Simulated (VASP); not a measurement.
# HoMoN2: single point with PBE

Crystal: HoMoN2.

```
Ho Mo N
1.0
     4.02987    0.00000    0.00000
     0.00000    4.02987    0.00000
     0.00000    0.00000    3.33740
Ho Mo N
1 1 2
Direct
  0.50000 0.50000 0.00000
  0.00000 0.00000 0.50000
  0.50000 0.00000 0.50000
  0.00000 0.50000 0.50000
```

```
Program                : VASP 6.6.1
Task                   : single point
Functional             : PBE
Potentials or basis    : VASP PAW PBE potentials, release 64 (Ho_3, Mo_sv, N), 4f in core
Cutoff                 : 600 eV
k mesh                 : 10 × 10 × 12
Occupations            : gaussian, width 0.1 eV
Spin                   : no spin polarisation
Dipole correction      : no
Further INCAR settings : ALGO = Normal; EDIFF = 1e-06; NBANDS = 24
```

| Property | Result |
| --- | --- |
| Pressure | -9.1 GPa |
| Band gap on the k mesh | zero (an odd number of electrons rules out a gap without spin polarisation) |

Stress tensor (GPa, compression positive):
```
-9.01  0.00  0.00
 0.00 -9.01  0.00
 0.00  0.00 -9.16
```

Levels at points of the mesh, in eV from the Fermi level:
| k point | band 13 | band 14 | band 15 | band 16 | band 17 | band 18 | band 19 | band 20 |
| --- | --- | --- | --- | --- | --- | --- | --- | --- |
| (0.00, 0.00, 0.00) | -2.34 | -1.78 | -1.64 | -1.38 | -1.38 | -0.37 | -0.37 | 0.54 |
| (0.50, 0.00, 0.00) | -3.55 | -2.93 | -2.86 | -2.62 | -0.08 | 1.25 | 2.21 | 2.81 |
| (0.50, 0.50, 0.00) | -4.21 | -4.21 | -2.92 | -1.61 | 1.23 | 2.63 | 2.63 | 4.44 |
| (0.00, 0.00, 0.50) | -4.29 | -1.49 | -1.49 | -1.38 | -1.38 | -1.04 | 1.92 | 3.35 |
| (0.50, 0.00, 0.50) | -3.71 | -2.77 | -2.20 | -2.14 | 1.59 | 1.80 | 1.99 | 3.69 |
| (0.50, 0.50, 0.50) | -5.06 | -5.06 | -0.84 | -0.40 | 2.23 | 2.23 | 2.81 | 3.16 |

Run time: 4 min on 1 thread of AMD EPYC 7R43 64-Core Processor (Zen 3), with other jobs on the host, peak memory 0.33 GiB.

Caveat: the cell stands under tension; spin-orbit coupling is left out, which moves the levels of the heavy elements; the 4f electrons are frozen in the core, so they carry no moment and show no levels; an odd number of electrons without spin polarisation forces a metal; a magnetic or distorted state may lie lower; the run has no spin polarisation, though such a crystal can be magnetic. Spin polarisation is off, so any magnetic state and its effect on volume and gap are missing.
